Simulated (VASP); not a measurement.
# PbS in VASP: further runs

Aim: see how the results for PbS move with the level of theory and the settings. Levels: PBE, r2SCAN, LDA. Tasks: single point.

Everything below comes from runs of VASP 6.6.1. Logs are shortened: lines on timing, memory, paths and dates and some standing lists are left out, and cuts for length are marked.

## Step 1: The cell of the first run

The typed cell holds 4 atoms: a = 5.956 Å, b = 4.198 Å, c = 4.198 Å, α = 90.00°, β = 90.00°, γ = 90.00°.

## Step 2: Single point, PBE

Input file INCAR:

```
ALGO = Normal
EDIFF = 1E-6
ENCUT = 520
GGA = PE
ISIF = 2
ISMEAR = 0
LASPH = True
LCHARG = False
LREAL = False
LWAVE = False
NBANDS = 28
NELM = 80
PREC = Accurate
SIGMA = 0.01
```

Input file KPOINTS:

```
k-points
0
Gamma
  4 4 4
```

Input file POSCAR:

```
PbS
1.0
    5.9555935510      0.0000000000      0.0000000000
    0.0000000000      2.9685444025      2.9685444272
    0.0000000000     -2.9685444025      2.9685444272
Pb S
2 2
Direct
    0.7498944867      0.2605185190      0.7605185190
    0.2501055133      0.7605185190      0.2605185190
    0.7496621080      0.7604814810      0.2604814810
    0.2503378920      0.2604814810      0.7604814810
```

Potentials or basis: VASP PAW PBE potentials, release 64 (Pb_d, S).

Started as:

```sh
cat potpaw_PBE.64/Pb_d/POTCAR potpaw_PBE.64/S/POTCAR > POTCAR
mpirun -np 1 vasp_std > vasp.out
```

OUTCAR:

```text
EDIFF = 1E-6
   ENCUT = 520
   GGA = PE
   ISIF = 2
   ISMEAR = 0
   LASPH = True
   LREAL = False
   NELM = 80
   PREC = Accurate

 ion  position               nearest neighbor table
   1  0.750  0.261  0.761-   3 2.97   3 2.97   3 2.97   3 2.97   4 2.98   4 2.98
   2  0.250  0.761  0.261-   4 2.97   4 2.97   4 2.97   4 2.97   3 2.98   3 2.98
   3  0.750  0.760  0.260-   1 2.97   1 2.97   1 2.97   1 2.97   2 2.98   2 2.98
   4  0.250  0.260  0.760-   2 2.97   2 2.97   2 2.97   2 2.97   1 2.98   1 2.98

  LATTYP: Found a simple tetragonal cell.
 ALAT       =     4.1981557720
 C/A-ratio  =     1.4186213839

  Lattice vectors:

 A1 = (   0.0000000000,   2.9685444025,   2.9685444272)
 A2 = (   0.0000000000,  -2.9685444025,   2.9685444272)
 A3 = (   5.9555935510,   0.0000000000,   0.0000000000)

Analysis of symmetry for initial positions (statically):
=====================================================================
 Subroutine PRICEL returns:
 Original cell was already a primitive cell.

 Routine SETGRP: Setting up the symmetry group for a
 simple tetragonal supercell.

 Subroutine GETGRP returns: Found  4 space group operations
 (whereof  2 operations were pure point group operations)
 out of a pool of 16 trial point group operations.

The static configuration has the point symmetry C_2 .
 The point group associated with its full space group is C_2v.

Analysis of symmetry for dynamics (positions and initial velocities):
=====================================================================
 Subroutine PRICEL returns:
 Original cell was already a primitive cell.

 Routine SETGRP: Setting up the symmetry group for a
 simple tetragonal supercell.

 Subroutine GETGRP returns: Found  4 space group operations
 (whereof  2 operations were pure point group operations)
 out of a pool of 16 trial point group operations.

The dynamic configuration has the point symmetry C_2 .
 The point group associated with its full space group is C_2v.

 Subroutine INISYM returns: Found  4 space group operations
 (whereof  2 operations are pure point group operations),
 and found     1 'primitive' translations

----------------------------------------------------------------------------------------

                                     Primitive cell

  volume of cell :     104.9644

  direct lattice vectors                    reciprocal lattice vectors
     5.955593551  0.000000000  0.000000000     0.167909377  0.000000000  0.000000000
     0.000000000  2.968544403  2.968544427     0.000000000  0.168432717  0.168432716
     0.000000000 -2.968544403  2.968544427     0.000000000 -0.168432717  0.168432716

  length of vectors
     5.955593551  4.198155772  4.198155772     0.167909377  0.238199832  0.238199832

  position of ions in fractional coordinates (direct lattice)
     0.749894487  0.260518519  0.760518519
     0.250105513  0.760518519  0.260518519
     0.749662108  0.760481481  0.260481481
     0.250337892  0.260481481  0.760481481

  ion indices of the primitive-cell ions
   primitive index   ion index
                 1           1
                 2           2
                 3           3
                 4           4

----------------------------------------------------------------------------------------

 KPOINTS: k-points

Automatic generation of k-mesh.
 Grid dimensions read from file:
 generate k-points for:    4    4    4

 Generating k-lattice:

  Cartesian coordinates                     Fractional coordinates (reciprocal lattice)
     0.041977344  0.000000000  0.000000000     0.250000000  0.000000000  0.000000000
     0.000000000  0.042108179  0.042108179     0.000000000  0.250000000  0.000000000
     0.000000000 -0.042108179  0.042108179     0.000000000  0.000000000  0.250000000

  Length of vectors
     0.041977344  0.059549958  0.059549958

  Shift w.r.t. Gamma in fractional coordinates (k-lattice)
     0.000000000  0.000000000  0.000000000

 Subroutine IBZKPT returns following result:
 ===========================================

 Found     21 irreducible k-points:

 Following reciprocal coordinates:
            Coordinates               Weight
  0.000000  0.000000  0.000000      1.000000
  0.250000  0.000000  0.000000      2.000000
  0.500000  0.000000  0.000000      1.000000
  0.000000  0.250000  0.000000      4.000000
  0.250000  0.250000  0.000000      8.000000
  0.500000  0.250000  0.000000      4.000000
[... 13 lines left out ...]
  0.250000  0.500000  0.500000      2.000000
  0.500000  0.500000  0.500000      1.000000
   k-points           NKPTS =     21   k-points in BZ     NKDIM =     21   number of bands    NBANDS=     28
   number of dos      NEDOS =    301   number of ions     NIONS =      4
   total plane-waves  NPLWV =  49152
   dimension x,y,z NGX =    48 NGY =   32 NGZ =   32
   dimension x,y,z NGXF=    96 NGYF=   64 NGZF=   64
   ions per type =               2   2
   NGX,Y,Z   is equivalent  to a cutoff of  13.40, 12.67, 12.67 a.u.
   NGXF,Y,Z  is equivalent  to a cutoff of  26.80, 25.34, 25.34 a.u.
 SYSTEM =  unknown system
   PREC   = accura    normal or accurate (medium, high low for compatibility)
   ISTART =      0    job   : 0-new  1-cont  2-samecut
   ICHARG =      2    charge: 1-file 2-atom 10-const
   ISPIN  =      1    spin polarized calculation?
   LNONCOLLINEAR =      F non collinear calculations
   LSORBIT =      F    spin-orbit coupling
   LASPH  =      T    aspherical Exc in radial PAW
   ENCUT  =  520.0 eV  38.22 Ry    6.18 a.u.  11.07  7.81  7.81*2*pi/ulx,y,z
   NELM   =     80;   NELMIN=  2; NELMDL= -5     # of ELM steps
   EDIFF  = 0.1E-05   stopping-criterion for ELM
   LREAL  =      F    real-space projection
[... 7 lines left out ...]
   TEBEG  =    0.0;   TEEND  =   0.0 temperature during run
   PSTRESS=    0.0 pullay stress
   NELECT =      40.0000    total number of electrons
   NUPDOWN=      -1.0000    fix difference up-down
   EMIN   =  10.00;   EMAX   =-10.00  energy-range for DOS
   EFERMI =   0.00;   METHOD = LEGACY
   ISMEAR =     0;   SIGMA  =   0.01  broadening in eV -4-tet -1-fermi 0-gaus
   EFERMI_NEDOS =   21; number of points for ismear=-14 and -15
   IALGO  =     38    algorithm
   IMIX   =      4    mixing-type and parameters
     AMIX     =   0.40;   BMIX     =  1.00
     AMIX_MAG =   1.60;   BMIX_MAG =  1.00
  volume/ion in A,a.u.               =      26.24       177.08
  Fermi-wavevector in a.u.,A,eV,Ry     =   1.186900  2.242916 19.166956  1.408731
  Thomas-Fermi vector in A             =   2.323063
   LORBIT       =      0    0 simple, 1 ext, 2 COOP (PROOUT), +10 PAW based schemes
   GGA     = PE    functional components
   LHFCALC =     F    Hartree Fock is set to
   AEXX    =    0.0000 exact exchange contribution
   IVDW    =     0    specifies the selected vdW correction
   LEPSILON=     F    determine dielectric tensor
   LRPA    =     F    only Hartree local field effects (RPA)
 non-spin polarized calculation
 Gauss-broadening in eV      SIGMA  =   0.01
  energy-cutoff  :      520.00
  volume of cell :      104.96
 maximum number of plane-waves:      2848
 NGX is ok and might be reduce to    48
   NGX = 23   NGY = 15   NGZ = 15

 number of electron      40.0000001 magnetization

 Free energy of the ion-electron system (eV)
  ---------------------------------------------------
  ext. energy  EPLUGINS =         0.00000000
  ---------------------------------------------------
  free energy    TOTEN  =       -17.48623469 eV

  energy without entropy =      -17.48623469  energy(sigma->0) =      -17.48623469

 E-fermi :   5.8460     XC(G=0):  -9.6542

 val. band max:        5.7405901632   @ k =   0.5000   0.5000   0.0000
 cond. band min:       6.1245151500   @ k =   0.5000   0.5000   0.0000
 fundamental gap:      0.3839249867
 Fermi energy:         5.8460252292

 k-point     1 :       0.0000    0.0000    0.0000
  band No.  band energies     occupation
      1     -11.2025      2.00000
      2     -11.0928      2.00000
      3     -11.0695      2.00000
      4     -11.0695      2.00000
      5     -11.0682      2.00000
      6     -11.0537      2.00000
[... 20 lines left out ...]
     27      11.4197      0.00000
     28      12.4794      0.00000

 k-point     2 :       0.2500    0.0000    0.0000
  band No.  band energies     occupation
      1     -11.1725      2.00000
      2     -11.0892      2.00000
      3     -11.0719      2.00000
      4     -11.0659      2.00000
      5     -11.0612      2.00000
      6     -11.0612      2.00000
[... 20 lines left out ...]
     27      11.1314      0.00000
     28      11.5654      0.00000

 k-point     3 :       0.5000    0.0000    0.0000
  band No.  band energies     occupation
      1     -11.1108      2.00000
      2     -11.1100      2.00000
      3     -11.0806      2.00000
      4     -11.0805      2.00000
      5     -11.0407      2.00000
      6     -11.0407      2.00000
[... 20 lines left out ...]
     27      10.6820      0.00000
     28      10.6820      0.00000

 k-point     4 :       0.0000    0.2500    0.0000
  band No.  band energies     occupation
      1     -11.1634      2.00000
      2     -11.0708      2.00000
      3     -11.0686      2.00000
      4     -11.0670      2.00000
      5     -11.0620      2.00000
      6     -11.0601      2.00000
[... 20 lines left out ...]
     27      11.9915      0.00000
     28      12.8241      0.00000

 k-point     5 :       0.2500    0.2500    0.0000
  band No.  band energies     occupation
      1     -11.1396      2.00000
      2     -11.0724      2.00000
      3     -11.0712      2.00000
      4     -11.0692      2.00000
      5     -11.0669      2.00000
      6     -11.0541      2.00000
[... 20 lines left out ...]
     27      12.0840      0.00000
     28      12.6174      0.00000

 k-point     6 :       0.5000    0.2500    0.0000
  band No.  band energies     occupation
      1     -11.0956      2.00000
      2     -11.0951      2.00000
      3     -11.0677      2.00000
      4     -11.0677      2.00000
      5     -11.0665      2.00000
      6     -11.0664      2.00000
[... 370 lines left out ...]
      5     -11.0534      2.00000
      6     -11.0534      2.00000
[... 20 lines left out ...]
     27      13.7419      0.00000
     28      13.7419      0.00000

 k-point    19 :       0.0000    0.5000    0.5000
  band No.  band energies     occupation
      1     -11.2022      2.00000
      2     -11.2022      2.00000
      3     -11.0944      2.00000
      4     -11.0944      2.00000
      5     -11.0277      2.00000
      6     -11.0277      2.00000
[... 20 lines left out ...]
     27      11.4348      0.00000
     28      11.4348      0.00000

 k-point    20 :       0.2500    0.5000    0.5000
  band No.  band energies     occupation
      1     -11.1828      2.00000
      2     -11.1828      2.00000
      3     -11.0827      2.00000
      4     -11.0827      2.00000
      5     -11.0378      2.00000
      6     -11.0378      2.00000
[... 20 lines left out ...]
     27      12.1167      0.00000
     28      12.1167      0.00000

 k-point    21 :       0.5000    0.5000    0.5000
  band No.  band energies     occupation
      1     -11.1597      2.00000
      2     -11.1597      2.00000
      3     -11.0538      2.00000
      4     -11.0538      2.00000
      5     -11.0535      2.00000
      6     -11.0535      2.00000
[... 20 lines left out ...]
     27      13.8836      0.00000
     28      13.8950      0.00000

------------------------ aborting loop because EDIFF is reached ----------------------------------------

  FORCE on cell =-STRESS in cart. coord.  units (eV):
  Direction    XX          YY          ZZ          XY          YZ          ZX
  --------------------------------------------------------------------------------------
  -------------------------------------------------------------------------------------
  Total        1.0532679      1.3690296      1.3692528      0.0000000      0.0000000      0.0000000
  in kB       16.0770847     20.8968708     20.9002781      0.0000000      0.0000000      0.0000000
  external PRESSURE =      19.2914112 kB  Pullay stress =       0.0000000 kB

 VOLUME and BASIS-vectors are now :
 -----------------------------------------------------------------------------
  energy-cutoff  :      520.00
  volume of cell :      104.96
      direct lattice vectors                 reciprocal lattice vectors
     5.955593551  0.000000000  0.000000000     0.167909377  0.000000000  0.000000000
     0.000000000  2.968544403  2.968544427     0.000000000  0.168432717  0.168432716
     0.000000000 -2.968544403  2.968544427     0.000000000 -0.168432717  0.168432716

 POSITION                                       TOTAL-FORCE (eV/Angst)
 -----------------------------------------------------------------------------------
      4.46607     -1.48427      3.03099         0.000315      0.000000     -0.000116
      1.48953      1.48427      3.03099        -0.000315      0.000000     -0.000116
      4.46468      1.48427      3.03077        -0.000951      0.000000      0.000116
      1.49091     -1.48427      3.03077         0.000951      0.000000      0.000116
 -----------------------------------------------------------------------------------
    total drift:                                0.000000      0.000001     -0.000072

  FREE ENERGIE OF THE ION-ELECTRON SYSTEM (eV)
  ---------------------------------------------------
  free  energy   TOTEN  =       -17.4862346916 eV

  energy  without entropy=      -17.4862346916  energy(sigma->0) =      -17.48623469
```

It took 16 s on 1 thread of Intel Xeon 6975P-C (Granite Rapids), shared host; peak memory 0.23 GiB.

Results:

```
Free energy            : -17.4862 eV
Pressure               : 1.9 GPa
Band gap on the k mesh : 0.38 eV
```

Caveat: spin-orbit coupling is left out, which moves the levels of the heavy elements. A k mesh can miss the band edges.

## Step 3: Single point, r2SCAN

POSCAR is that of step 2.

Input file INCAR.step1:

```
SYSTEM = PbS
PREC = Accurate ; ENCUT = 520
ISMEAR = 0 ; SIGMA = 0.01
LREAL = .False. ; LASPH = .True.
NELM = 60 ; NBANDS = 28
GGA = PE ; ALGO = Normal
EDIFF = 1E-4 ; LWAVE = .True.
LCHARG = .False.
```

Input file INCAR.step2:

```
SYSTEM = PbS
PREC = Accurate ; ENCUT = 520
EDIFF = 1E-6 ; ISMEAR = 0
SIGMA = 0.01 ; LREAL = .False.
LASPH = .True. ; NELM = 60
ALGO = Normal ; ISIF = 2
LWAVE = .False. ; LCHARG = .True.
METAGGA = R2SCAN ; LMIXTAU = .True.
LELF = .True. ; LVHAR = .True.
NBANDS = 28 ; ISTART = 1
```

Input file KPOINTS:

```
Automatic mesh
0
Gamma
  2 4 4
  0 0 0
```

Potentials or basis: VASP PAW PBE potentials, release 64 (Pb_d, S).

Started as:

```sh
cat potpaw_PBE.64/Pb_d/POTCAR potpaw_PBE.64/S/POTCAR > POTCAR
cp INCAR.step1 INCAR
mpirun -np 1 vasp_std > vasp.out
cp INCAR.step2 INCAR
mpirun -np 1 vasp_std > vasp.out
```

Wall time 49 s (1 thread of Intel Xeon 6975P-C (Granite Rapids), shared host); peak memory 0.24 GiB.

Results (log left out):

```
Free energy            : -130.8367 eV
Pressure               : 2.0 GPa
Band gap on the k mesh : 0.63 eV
```

Forces in eV/Å, atoms in the order of the input:
```
Pb  -0.002  0.000  0.000
Pb   0.002  0.000  0.000
S   -0.002  0.000  0.000
S    0.002  0.000  0.000
```

Stress tensor (GPa, compression positive):
```
5.29 0.00 0.00
0.00 0.39 0.00
0.00 0.00 0.39
```

Levels at points of the mesh, in eV from the valence-band top:
```tsv
k point	band 18	band 19	band 20	band 21	band 22	band 23
(0.00, 0.00, 0.00)	-2.29	-2.29	-2.26	4.17	5.48	5.54
(0.50, 0.00, 0.00)	-2.95	-1.81	-1.80	2.69	2.72	5.07
(0.00, 0.50, 0.00)	-1.99	-0.79	-0.79	1.69	1.69	2.65
(0.50, 0.50, 0.00)	-1.88	0.00	0.00	0.63	0.63	2.18
(0.00, 0.50, 0.50)	-3.58	-3.54	-3.54	4.14	4.14	6.01
(0.50, 0.50, 0.50)	-4.56	-1.11	-1.11	2.46	2.46	5.02
```

Caveat: the k points lie up to 0.53 Å⁻¹ apart; the PAW data sets were made with another functional, which shifts forces and pressure a little; spin-orbit coupling is left out, which moves the levels of the heavy elements.

## Step 4: Single point, LDA

Input file INCAR:

```
PREC     = Accurate       # precision mode
ENCUT    = 520            # plane-wave cutoff, eV
EDIFF    = 1E-7           # SCF threshold, eV
ISMEAR   = 0              # smearing method
SIGMA    = 0.01           # smearing width, eV
LREAL    = F              # projectors in reciprocal space
LASPH    = T              # aspherical terms in the spheres
NELM     = 60             # most SCF steps
ALGO     = Normal         # electronic algorithm
ISIF     = 2              # what is computed and relaxed
LWAVE    = F              # write WAVECAR
LCHARG   = F              # write CHGCAR
NBANDS   = 28             # bands
```

Input file KPOINTS:

```
regular mesh
0
Gamma
  2 4 4
```

Input file POSCAR:

```
PbS
1.0
    5.9555924852      0.0000000000      0.0000000000
    0.0000000000      2.9685438529      2.9685438774
    0.0000000000     -2.9685438529      2.9685438774
Pb S
2 2
Direct
    0.7498944813      0.2605185293      0.7605185293
    0.2501055187      0.7605185293      0.2605185293
    0.7496621016      0.7604814707      0.2604814707
    0.2503378984      0.2604814707      0.7604814707
```

Potentials or basis: VASP PAW LDA potentials, release 64 (Pb_d, S).

Started as:

```sh
cat potpaw_LDA.64/Pb_d/POTCAR potpaw_LDA.64/S/POTCAR > POTCAR
mpirun -np 1 vasp_std > vasp.out
```

Wall time 16 s (1 thread of Intel Xeon Platinum 8488C (Sapphire Rapids), shared host); peak memory 0.19 GiB.

The run converged. Its results:

```
Free energy            : -19.5368 eV
Pressure               : -1.8 GPa
Largest force          : 0.012 eV/Å
Band gap on the k mesh : 0.20 eV
```

Forces in eV/Å, atoms in the order of the input:
```
Pb  -0.005  0.000  0.000
Pb   0.005  0.000  0.000
S   -0.012  0.000  0.000
S    0.012  0.000  0.000
```

Stress tensor (GPa, compression positive):
```
 1.73  0.00  0.00
 0.00 -3.52  0.00
 0.00  0.00 -3.51
```

Levels at points of the mesh, in eV from the valence-band top:
| k point | band 17 | band 18 | band 19 | band 20 | band 21 | band 22 | band 23 | band 24 |
| --- | --- | --- | --- | --- | --- | --- | --- | --- |
| (0.00, 0.00, 0.00) | -3.42 | -2.13 | -2.13 | -2.10 | 3.74 | 4.97 | 5.05 | 5.05 |
| (0.50, 0.00, 0.00) | -2.80 | -2.80 | -1.76 | -1.74 | 2.28 | 2.31 | 4.62 | 4.62 |
| (0.00, 0.50, 0.00) | -1.84 | -1.84 | -0.80 | -0.80 | 1.31 | 1.31 | 2.31 | 2.31 |
| (0.50, 0.50, 0.00) | -1.71 | -1.71 | 0.00 | 0.00 | 0.20 | 0.20 | 1.80 | 1.80 |
| (0.00, 0.50, 0.50) | -3.44 | -3.44 | -3.41 | -3.41 | 3.72 | 3.72 | 5.46 | 5.46 |
| (0.50, 0.50, 0.50) | -4.43 | -4.43 | -0.99 | -0.99 | 2.00 | 2.00 | 4.56 | 4.56 |

Caveat: the k points lie up to 0.53 Å⁻¹ apart; spin-orbit coupling is left out, which moves the levels of the heavy elements.

(Part 1 of 2 ends here.)
